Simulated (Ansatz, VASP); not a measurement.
## One calculation of W, two programs

```
W
1.0
     0.00000    2.24391    1.58644
     2.24391    0.00000    1.58644
     2.24391    2.24391    0.00000
W
1
Direct
  0.00000 0.00000 0.00000
```

Alike in both runs: task single point; functional PBEsol; k mesh 28 × 28 × 28; occupations gaussian, width 0.15 eV; no spin polarisation.

```csv
,VASP,Ansatz
version,VASP 6.6.1,Ansatz 0.2.0
potentials or method,"VASP PAW PBE potentials, release 64 (W_sv), cutoff 520 eV","scalar-relativistic, plane waves, PAW"
valence electrons in the cell,14,14
```

```tsv
	VASP	Ansatz	Ansatz less VASP
gap on the k mesh at the Fermi level (eV)	none	none	-
pressure (GPa)	-5.1	-5.6	-0.55
```

VASP's potentials were made for PBE, not for PBEsol. A gap of «none» marks a metal or a gap that the smearing closes. With one functional, cell and mesh, what is left measures potentials, basis and numerics.

Neither program's run includes spin-orbit coupling.
